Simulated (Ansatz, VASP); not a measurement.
**Two plane-wave programs on Ta**

```
CELL_PARAMETERS angstrom
2.77632 1.60291 9.56467
-2.77632 1.60291 9.56467
0.00000 -3.20582 9.56467
ATOMIC_POSITIONS crystal
Ta 0.04787 0.54648 0.04787
Ta 0.04787 0.04787 0.54648
Ta 0.54648 0.04787 0.04787
Ta 0.95213 0.45352 0.95213
Ta 0.45352 0.95213 0.95213
Ta 0.95213 0.95213 0.45352
Ta 0.20944 0.70198 0.20944
Ta 0.20944 0.20944 0.70198
Ta 0.70198 0.20944 0.20944
Ta 0.79056 0.29802 0.79056
Ta 0.29802 0.79056 0.79056
Ta 0.79056 0.79056 0.29802
```

Alike in both runs: functional PBEsol; k mesh 3 × 3 × 3; occupations gaussian, width 0.1 eV; no spin polarisation.

Ansatz relaxed the structure, and its values are those at the end. VASP's run is a single point on that final structure, the one shown.

|  | VASP | Ansatz |
| --- | --- | --- |
| version | VASP 6.6.1 | Ansatz 0.2.0 |
| potentials or method | VASP PAW PBE potentials, release 64 (Ta_pv), cutoff 520 eV | scalar-relativistic, plane waves, PAW |
| valence electrons in the cell | 132 | 156 |

|  | VASP | Ansatz | Ansatz less VASP |
| --- | --- | --- | --- |
| gap on the k mesh at the Fermi level (eV) | none | none | - |
| pressure (GPa) | 0.1 | -0.1 | -0.14 |
| rms of the force components (eV/Å) | 0.014 | 0.014 | +0.0003 |

VASP's potentials were made for PBE, not for PBEsol. A gap of «none» marks a metal or a gap that the smearing closes. With one functional, cell and mesh, what is left measures potentials, basis and numerics. VASP's potentials hold 132 valence electrons a cell and Ansatz's 156, so a difference there can come from the potentials and not from the codes.

The k mesh is coarse, so the values compare programs but aren't converged. Neither program's run includes spin-orbit coupling.
